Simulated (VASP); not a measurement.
# Al6O (P3m1) in VASP: vibrations by perturbation theory with PBE

Aim: the vibrations by perturbation theory of Al6O with PBE.

Program: VASP 6.6.1. These are calculated values, not measurements. Logs are shortened: lines on timing, memory, paths and dates and some standing lists are left out, and cuts for length are marked.

**1. The cell of the first run**

Symmetry: P3m1, No. 156, trigonal system. The conventional cell has a = 2.887 Å, b = 2.887 Å, c = 14.486 Å, α = 90.00°, β = 90.00°, γ = 120.00°. Al (site symmetry 3m) has 3 O at 1.92 Å within 2.5 Å. Within 2.7 Å of Al (site symmetry 3m) lie 1 O at 2.06 Å. Within 3.7 Å of Al (site symmetry 3m) lie 12 Al at 2.84 to 2.89 Å. Within 3.7 Å of Al (site symmetry 3m) lie 12 Al at 2.82 to 2.89 Å. Within 3.7 Å of Al (site symmetry 3m) lie 12 Al at 2.84 to 2.89 Å. Al (site symmetry 3m) has 12 Al at 2.79 to 2.89 Å and 3 O at 3.60 Å within 3.7 Å. Within 2.5 Å of O (site symmetry 3m) lie 4 Al at 1.92 to 2.06 Å.

**2. Vibrations by perturbation theory, PBE**

INCAR reads:

```
  PREC = Accurate
  ENCUT = 520
  EDIFF = 1E-8
  ISMEAR = 0
  SIGMA = 0.1
  LREAL = False
  LASPH = True
  NELM = 60
  ALGO = Normal
  ISIF = 2
  LWAVE = False
  LCHARG = False
  GGA = PE
  NBANDS = 21
  IBRION = 8
  NSW = 1
```

KPOINTS reads:

```
regular mesh
0
Gamma
  12 12 2
```

POSCAR reads:

```
Al6O
1.0
    2.8868034718      0.0000000000      0.0000000000
   -1.4434017359      2.5000451423      0.0000000000
    0.0000000000      0.0000000000     14.4862177109
Al O
6 1
Direct
    0.3333333333      0.6666666667      0.0694718081
    0.0000000000      0.0000000000      0.8617431569
    0.6666666667      0.3333333333      0.6991571496
    0.0000000000      0.0000000000      0.3815551253
    0.3333333333      0.6666666667      0.5407469800
    0.6666666667      0.3333333333      0.2241278441
    0.0000000000      0.0000000000      0.0041979359
```

Potentials or basis: VASP PAW PBE potentials, release 64 (Al, O).

On the command line:

```
cat potpaw_PBE.64/Al/POTCAR potpaw_PBE.64/O/POTCAR > POTCAR
mpirun -np 1 vasp_std > vasp.out
```

OUTCAR:

```text
PREC = Accurate
   ENCUT = 520
   EDIFF = 1E-8
   ISMEAR = 0
   LREAL = False
   LASPH = True
   NELM = 60
   ISIF = 2
   GGA = PE
   IBRION = 8
   NSW = 1

 ion  position               nearest neighbor table
   1  0.333  0.667  0.069-   7 1.92   7 1.92   7 1.92   6 2.79   6 2.79   6 2.79
   2  0.000  0.000  0.862-   7 2.06   3 2.89   3 2.89   3 2.89
   3  0.667  0.333  0.699-   5 2.84   5 2.84   5 2.84   2 2.89   2 2.89   2 2.89
   4  0.000  0.000  0.382-   6 2.82   6 2.82   6 2.82   5 2.85   5 2.85   5 2.85
   5  0.333  0.667  0.541-   3 2.84   3 2.84   3 2.84   4 2.85   4 2.85   4 2.85
   6  0.667  0.333  0.224-   1 2.79   1 2.79   1 2.79   4 2.82   4 2.82   4 2.82
   7  0.000  0.000  0.004-   1 1.92   1 1.92   1 1.92   2 2.06

  LATTYP: Found a hexagonal cell.
 ALAT       =     2.8868034718
 C/A-ratio  =     5.0180824058

  Lattice vectors:

 A1 = (   2.8868034718,   0.0000000000,   0.0000000000)
 A2 = (  -1.4434017359,   2.5000451423,   0.0000000000)
 A3 = (   0.0000000000,   0.0000000000,  14.4862177109)

Analysis of symmetry for initial positions (statically):
=====================================================================
 Subroutine PRICEL returns:
 Original cell was already a primitive cell.

 Routine SETGRP: Setting up the symmetry group for a
 hexagonal supercell.

 Subroutine GETGRP returns: Found  6 space group operations
 (whereof  6 operations were pure point group operations)
 out of a pool of 24 trial point group operations.

The static configuration has the point symmetry C_3v.

Analysis of symmetry for dynamics (positions and initial velocities):
=====================================================================
 Subroutine PRICEL returns:
 Original cell was already a primitive cell.

 Routine SETGRP: Setting up the symmetry group for a
 hexagonal supercell.

 Subroutine GETGRP returns: Found  6 space group operations
 (whereof  6 operations were pure point group operations)
 out of a pool of 24 trial point group operations.

[... 775 lines left out ...]
    total drift:                                0.000000      0.000000     -0.000107

  FREE ENERGIE OF THE ION-ELECTRON SYSTEM (eV)
  ---------------------------------------------------
  free  energy   TOTEN  =       -31.5583443303 eV

  energy  without entropy=      -31.5432481151  energy(sigma->0) =      -31.55079622

[... ionic steps 2 to 21 ...]

--------------------------------------- Ionic step       22  -------------------------------------------

------------------------ aborting loop because EDIFF is reached ----------------------------------------

[... ionic steps 23 to 23 ...]

--------------------------------------- Ionic step       24  -------------------------------------------

 Free energy of the ion-electron system (eV)
  ---------------------------------------------------
  ---------------------------------------------------
  free energy    TOTEN  =        -0.40458556 eV

  energy without entropy =       -0.40458885

------------------------ aborting loop because EDIFF is reached ----------------------------------------

 INTERNAL STRAIN TENSOR  FOR ION    7  DIRECTION 3   (eV/Angst):
 -----------------------------------------------------------------------------
     4.59697 -0.00000  0.00000
     0.00000  4.59697 -0.00000
    -0.00000  0.00000  9.24165

 INTERNAL STRAIN TENSOR FOR ION    7 for displacements in x,y,z  (eV/Angst):
          X           Y           Z          XY          YZ          ZX
  --------------------------------------------------------------------------------
  x     0.00000    -0.00000     0.00000    -2.71842     0.00000     4.51708
  y    -2.71842     2.71842     0.00000     0.00000     4.52036     0.00000
  z     4.59697     4.59697     9.24165     0.00000     0.00000     0.00000

 SECOND DERIVATIVES (NOT SYMMETRIZED)
 ------------------------------------
               1X          1Y          1Z          2X          2Y          2Z          3X          3Y          3Z          4X          4Y          4Z          5X          5Y          5Z          6X          6Y          6Z          7X          7Y          7Z
  1X    -6.887143    0.000000    0.000000    0.055338   -0.000000    0.000000   -0.001681    0.000000    0.000000    0.036309    0.000000    0.000000   -0.007354    0.000000    0.000000    0.578535    0.000000    0.000000    6.225996    0.000000    0.000000
  1Y     0.000000   -6.887143    0.000000   -0.000000    0.055338   -0.000000    0.000000   -0.001681    0.000000   -0.000000    0.036309    0.000000    0.000000   -0.007354    0.000000   -0.000000    0.578535    0.000000    0.000000    6.225996    0.000000
  1Z     0.000000    0.000000  -14.551465    0.000000    0.000000    3.966116    0.000000    0.000000    0.170793    0.000000    0.000000    0.037254    0.000000    0.000000   -0.053790    0.000000    0.000000    3.601809    0.000000    0.000000    6.829282
  2X     0.055713   -0.000000    0.000000   -1.705770    0.000000    0.000000    0.468845    0.000000    0.000000   -0.043817    0.000000    0.000000    0.057380   -0.000000    0.000000    0.016874    0.000000    0.000000    1.150775    0.000000    0.000000
  2Y     0.000000    0.055713    0.000000    0.000000   -1.705770   -0.000000    0.000000    0.468845    0.000000    0.000000   -0.043817    0.000000    0.000000    0.057380    0.000000    0.000000    0.016874    0.000000    0.000000    1.150775    0.000000
  2Z     0.000000   -0.000000    3.960561    0.000000    0.000000   -5.672879    0.000000    0.000000    1.945528    0.000000    0.000000   -0.071503    0.000000    0.000000    0.262335    0.000000    0.000000   -0.311928    0.000000    0.000000   -0.112114
  3X    -0.001018    0.000000    0.000000    0.468188    0.000000    0.000000   -0.993735    0.000000    0.000000    0.073697    0.000000    0.000000    0.550004    0.000000    0.000000   -0.039636    0.000000    0.000000   -0.057500    0.000000    0.000000
  3Y     0.000000   -0.001018    0.000000   -0.000000    0.468188    0.000000   -0.000000   -0.993735    0.000000    0.000000    0.073697    0.000000    0.000000    0.550004    0.000000    0.000000   -0.039636    0.000000    0.000000   -0.057500    0.000000
  3Z     0.000000    0.000000    0.172687    0.000000    0.000000    1.946611    0.000000    0.000000   -4.744929    0.000000   -0.000000    0.181209    0.000000   -0.000000    2.636237    0.000000    0.000000   -0.054488    0.000000    0.000000   -0.137328
  4X     0.041577    0.000000    0.000000   -0.039399    0.000000    0.000000    0.076620    0.000000    0.000000   -1.112266    0.000000    0.000000    0.517133    0.000000    0.000000    0.569191    0.000000    0.000000   -0.052855    0.000000    0.000000
  4Y     0.000000    0.041577    0.000000    0.000000   -0.039399    0.000000    0.000000    0.076620    0.000000    0.000000   -1.112266    0.000000    0.000000    0.517133    0.000000   -0.000000    0.569191    0.000000    0.000000   -0.052855    0.000000
  4Z     0.000000    0.000000    0.039310    0.000000    0.000000   -0.071477   -0.000000   -0.000000    0.180561    0.000000    0.000000   -5.310686   -0.000000    0.000000    2.493600    0.000000    0.000000    2.762271    0.000000    0.000000   -0.093580
  5X    -0.006565    0.000000    0.000000    0.057283    0.000000    0.000000    0.550570   -0.000000    0.000000    0.529634    0.000000    0.000000   -1.187850    0.000000    0.000000    0.049181   -0.000000    0.000000    0.007748    0.000000    0.000000
  5Y     0.000000   -0.006565    0.000000    0.000000    0.057283    0.000000    0.000000    0.550570    0.000000    0.000000    0.529634    0.000000    0.000000   -1.187850    0.000000   -0.000000    0.049181   -0.000000    0.000000    0.007748    0.000000
  5Z     0.000000    0.000000   -0.055372    0.000000   -0.000000    0.259000    0.000000    0.000000    2.634066    0.000000    0.000000    2.498917    0.000000    0.000000   -5.444952    0.000000    0.000000    0.177341    0.000000    0.000000   -0.069000
  6X     0.578306    0.000000    0.000000    0.016961    0.000000    0.000000   -0.040110    0.000000    0.000000    0.586664   -0.000000    0.000000    0.049007    0.000000    0.000000   -1.460423    0.000000    0.000000    0.269594    0.000000    0.000000
  6Y    -0.000000    0.578306    0.000000    0.000000    0.016961    0.000000    0.000000   -0.040110    0.000000   -0.000000    0.586664    0.000000    0.000000    0.049007   -0.000000    0.000000   -1.460423    0.000000    0.000000    0.269594   -0.000000
  6Z    -0.000000    0.000000    3.603451    0.000000    0.000000   -0.312893    0.000000    0.000000   -0.052140    0.000000    0.000000    2.760043   -0.000000    0.000000    0.176729    0.000000    0.000000   -7.194246    0.000000    0.000000    1.019055
  7X     6.220929    0.000000    0.000000    1.148184    0.000000    0.000000   -0.061635    0.000000    0.000000   -0.058067    0.000000    0.000000    0.005147    0.000000    0.000000    0.267165    0.000000    0.000000   -7.521723    0.000000    0.000000
  7Y     0.000000    6.220929    0.000000    0.000000    1.148184    0.000000    0.000000   -0.061635    0.000000    0.000000   -0.058067    0.000000    0.000000    0.005147    0.000000    0.000000    0.267165    0.000000    0.000000   -7.521723    0.000000
  7Z     0.000000    0.000000    6.826985    0.000000    0.000000   -0.122815    0.000000   -0.000000   -0.139498    0.000000    0.000000   -0.098800    0.000000   -0.000000   -0.074550    0.000000   -0.000000    1.015447    0.000000    0.000000   -7.406770

 Eigenvectors and eigenvalues of the dynamical matrix
 ----------------------------------------------------

   1 f  =   14.509555 THz    91.166220 2PiTHz  483.986644 cm-1    60.006669 meV
             X         Y         Z           dx          dy          dz
     -0.000000  1.666697  1.006384     0.000000   -0.000000   -0.759089
      0.000000  0.000000 12.483399     0.000000   -0.000000    0.179343
      1.443402  0.833348 10.128143    -0.000000    0.000000   -0.005317
      0.000000  0.000000  5.527291    -0.000000    0.000000   -0.012623
     -0.000000  1.666697  7.833378     0.000000   -0.000000   -0.000437
      1.443402  0.833348  3.246765     0.000000    0.000000    0.125613
      0.000000  0.000000  0.060812    -0.000000    0.000000    0.612906
[... 191 lines left out ...]
  21 f/i=    0.016364 THz     0.102819 2PiTHz    0.545849 cm-1     0.067677 meV
             X         Y         Z           dx          dy          dz
     -0.000000  1.666697  1.006384    -0.024009   -0.391528   -0.000000
      0.000000  0.000000 12.483399    -0.023944   -0.390462   -0.000000
      1.443402  0.833348 10.128143    -0.023743   -0.387186   -0.000000
      0.000000  0.000000  5.527291    -0.023818   -0.388407   -0.000000
     -0.000000  1.666697  7.833378    -0.023621   -0.385198   -0.000000
      1.443402  0.833348  3.246765    -0.023773   -0.387676   -0.000000
      0.000000  0.000000  0.060812    -0.018504   -0.301754   -0.000000

--------------------------------------------------------------------------------------------------------

 ELASTIC MODULI CONTR FROM IONIC RELAXATION (kBar)
 Direction    XX          YY          ZZ          XY          YZ          ZX
 --------------------------------------------------------------------------------
 XX        -133.4634     38.8884    -79.5160     -0.0000    -15.0711      0.0000
 YY          38.8884   -133.4634    -79.5160      0.0000     15.0711     -0.0000
 ZZ         -79.5160    -79.5160   -250.2065     -0.0000      0.0000      0.0000
 XY          -0.0000      0.0000     -0.0000    -86.1759      0.0000    -21.5813
 YZ         -15.0711     15.0711      0.0000      0.0000   -110.3999     -0.0000
 ZX           0.0000     -0.0000      0.0000    -21.5813     -0.0000   -112.8928
 --------------------------------------------------------------------------------
```

Run time: 27 min. Hardware: 1 thread of Intel Xeon 6975P-C (Granite Rapids), shared host; peak memory 0.78 GiB.

What came out:

| Quantity | Value |
| --- | --- |
| Highest phonon frequency at Γ, LO-TO splitting left out | 484 cm⁻¹ |

Phonon frequencies in cm⁻¹ (negative: imaginary):
```csv
q point,frequencies
"(0.000, 0.000, 0.000)",-1 -1 0 70 70 86 86 133 133 141 141 150 162 162 179 276 290 331 431 431 484
```
